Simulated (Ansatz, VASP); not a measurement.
Si23H4O48: VASP beside Ansatz

```
Si O H
1.0
     9.83160    0.00000    0.00000
    -4.91580    8.51441    0.00000
     0.00000    0.00000   10.81820
Si O H
23 48 4
Direct
  0.26684 0.00098 0.16347
  0.00285 0.27037 0.33570
  0.23061 0.23541 0.00010
  0.26535 0.99775 0.66365
  0.99321 0.26636 0.83503
  0.23231 0.22851 0.50175
  0.26828 0.50274 0.16721
  0.99978 0.76761 0.33315
  0.23386 0.73303 0.99665
  0.99892 0.76669 0.83271
  0.23443 0.73561 0.49762
  0.76924 0.00430 0.16724
  0.49845 0.26709 0.33264
  0.72664 0.23202 0.00030
  0.76572 0.00123 0.66690
  0.49457 0.26577 0.83203
  0.73277 0.23381 0.49924
  0.76517 0.50083 0.16730
  0.50119 0.77037 0.33205
  0.73508 0.73690 0.00121
  0.76319 0.49956 0.66634
  0.50465 0.76921 0.83163
  0.73275 0.73549 0.49969
  0.06877 0.20662 0.44624
  0.29612 0.36583 0.10991
  0.14021 0.43474 0.27866
  0.20246 0.06990 0.05539
  0.36238 0.29444 0.39136
  0.43070 0.13842 0.22135
  0.06543 0.20987 0.94571
  0.30388 0.35177 0.61665
  0.13567 0.42902 0.77808
  0.19971 0.05743 0.54993
  0.35846 0.29582 0.88797
  0.42848 0.13645 0.72173
  0.06790 0.70632 0.44383
  0.29912 0.86841 0.10315
  0.13683 0.93004 0.27352
  0.20408 0.56985 0.05801
  0.36398 0.79940 0.38658
  0.43429 0.64068 0.22152
  0.06775 0.70498 0.94236
  0.29936 0.86433 0.60902
  0.13503 0.93004 0.77389
  0.20585 0.56995 0.55544
  0.35939 0.78706 0.88338
  0.45745 0.64843 0.71430
  0.56833 0.20467 0.44119
  0.79072 0.36288 0.10970
  0.63447 0.43318 0.27686
  0.70322 0.06912 0.05732
  0.86583 0.29920 0.39139
  0.93374 0.14158 0.22412
  0.56175 0.20462 0.94369
  0.79140 0.36227 0.61097
  0.63035 0.43231 0.77517
  0.70537 0.06909 0.55548
  0.85400 0.29271 0.88822
  0.93076 0.13663 0.72449
  0.56846 0.70787 0.44230
  0.79902 0.86851 0.11014
  0.63944 0.93563 0.27729
  0.70548 0.57144 0.05743
  0.86379 0.79712 0.38999
  0.93059 0.63562 0.22438
  0.56975 0.70901 0.94538
  0.79447 0.86456 0.61073
  0.63681 0.93933 0.77827
  0.70413 0.56993 0.55610
  0.86338 0.79661 0.88968
  0.92852 0.63351 0.72462
  0.45230 0.54777 0.72534
  0.22975 0.35611 0.67555
  0.28817 0.58270 0.58957
  0.11633 0.47967 0.70696
```

Alike in both runs: task single point; functional PBE; k mesh 1 × 1 × 1; occupations gaussian, width 0.02 eV; no spin polarisation.

```csv
,VASP,Ansatz
version,VASP 6.6.1,Ansatz 0.2.0
potentials or method,"VASP PAW PBE potentials, release 64 (Si, O, H)","scalar-relativistic, plane waves, PAW"
plane-wave cutoff (eV),520,420
valence electrons in the cell,384,384
```

|  | VASP | Ansatz | Ansatz less VASP |
| --- | --- | --- | --- |
| gap on the k mesh at the Fermi level (eV) | 5.74 | 5.74 | 0.000 |
| least direct gap on the mesh (eV) | 5.74 | 5.74 | 0.000 |
